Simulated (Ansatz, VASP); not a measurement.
**Two plane-wave programs on Bi2TeO3**

```xyz
6
Lattice="4.8824 0.0000 0.0000 0.0000 4.8824 0.0000 0.0000 0.0000 5.2425" Properties=species:S:1:pos:R:3 pbc="T T T"
Bi    2.4412    2.4412    2.6212
Bi    0.0000    0.0000    2.6212
Te    2.4412    2.4412    0.0000
O     0.0000    0.0000    0.0000
O     0.0000    2.4412    0.0000
O     2.4412    0.0000    0.0000
```

Alike in both runs: task relaxation of cell and atoms; functional PBE; k mesh 4 × 4 × 4; occupations gaussian, width 0.1 eV; no spin polarisation.

```csv
,VASP,Ansatz
version,VASP 6.6.1,Ansatz 0.2.0
potentials or method,"VASP PAW PBE potentials, release 64 (Bi_d, Te, O), cutoff 600 eV","scalar-relativistic, plane waves, PAW"
valence electrons in the cell,54,64
```

```csv
,VASP,Ansatz,Ansatz less VASP
"gap on the k mesh at the Fermi level, each at its own relaxed structure (eV)",none,none,-
relaxed volume (Å³/atom),19.33,19.35,+0.019
relaxed length of the cell vector where the two differ most in proportion (Å),4.423,4.425,+0.0015
```

A gap of «none» marks a metal or a gap that the smearing closes. VASP's potentials hold 54 valence electrons a cell and Ansatz's 64, so a difference there can come from the potentials and not from the codes.

Spin-orbit coupling is off throughout.
